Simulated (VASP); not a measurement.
The system is Mg.

```
Mg
1.0
     3.20000    0.00000    0.00000
    -1.60000    2.77128    0.00000
     0.00000    0.00000    5.22560
Mg
2
Cartesian
  0.0000 1.8475 1.3064
  1.6000 0.9238 3.9192
```

| Property | Result |
| --- | --- |
| Program | VASP 6.6.1 |
| Task | relaxation of cell and atoms |
| Functional | LDA |
| Potentials or basis | VASP PAW LDA potentials, release 64 (Mg) |
| Cutoff | 600 eV |
| k mesh | 8 × 8 × 5 |
| Occupations | fermi-dirac, width 0.05 eV |
| Spin | no spin polarisation |

At the start: pressure -2.7 GPa; volume 23.17 Å³/atom.

Where does the relaxation end?

Over 3 steps the energy falls by 15.3 meV/atom and the volume is 21.48 Å³/atom (-7.3 %); space group P6_3/mmc (No. 194, to 0.1 Å) before and after.

The path:
| step | energy change (eV) | largest force (eV/Å) | pressure (GPa) | volume (Å³) |
| --- | --- | --- | --- | --- |
| 1 | 0.0000 | 0.0000 | -2.69 | 46.34 |
| 2 | -0.0285 | 0.0000 | -0.78 | 43.78 |
| 3 | -0.0306 | 0.0000 | -0.04 | 42.96 |

Final structure:
```
Mg
1.0
     3.12245    0.00000    0.00000
    -1.56122    2.70412    0.00000
     0.00000    0.00000    5.08852
Mg
2
Direct
  0.33333 0.66667 0.25000
  0.66667 0.33333 0.75000
```
